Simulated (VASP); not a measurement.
Set up this calculation in VASP 6.6.1, as the native input.

- Task: electric field gradients
- Functional: PBE
- Potentials or basis: VASP PAW PBE potentials, release 64 (Hg, Te)
- Cutoff: 520 eV
- k mesh: 7 × 7 × 7
- Occupations: fermi-dirac, width 0.05 eV
- Spin: no spin polarisation
- Dipole correction: no
- Further INCAR settings: ALGO = Normal; EDIFF = 1e-08; NBANDS = 16

The structure of HgTe (Coloradoite) lies in POSCAR:

```
HgTe
1.0
    0.0000000000      3.2145000000      3.2145000000
    3.2145000000      0.0000000000      3.2145000000
    3.2145000000      3.2145000000      0.0000000000
Hg Te
1 1
Direct
    0.0000000000      0.0000000000      0.0000000000
    0.7500000000      0.7500000000      0.7500000000
```

The input as run:

INCAR

```
  PREC = Accurate
  ENCUT = 520
  EDIFF = 1E-8
  ISMEAR = -1
  SIGMA = 0.05
  LREAL = False
  LASPH = True
  NELM = 100
  ALGO = Normal
  ISIF = 2
  LWAVE = False
  LCHARG = False
  GGA = PE
  LEFG = True
  NBANDS = 16
```

KPOINTS

```
regular mesh
0
Gamma
  7 7 7
```

Potentials or basis: VASP PAW PBE potentials, release 64 (Hg, Te).

Run with:

```bash
$ cat potpaw_PBE.64/Hg/POTCAR potpaw_PBE.64/Te/POTCAR > POTCAR
$ mpirun -np 1 vasp_std > vasp.out
```

Results of the run:

```json
{"Pressure": "4.6 GPa", "Band gap on the k mesh": "zero (filled and empty bands touch)"}
```

Caveat: without QUAD_EFG the Cq values of the log hold for a quadrupole moment of 1 mb, not for the nuclei; spin-orbit coupling is left out, which moves the levels of the heavy elements.

It took 12 s on 1 thread of Intel(R) Xeon(R) 6975P-C (Granite Rapids), on a shared host, peak memory 0.2 GiB.
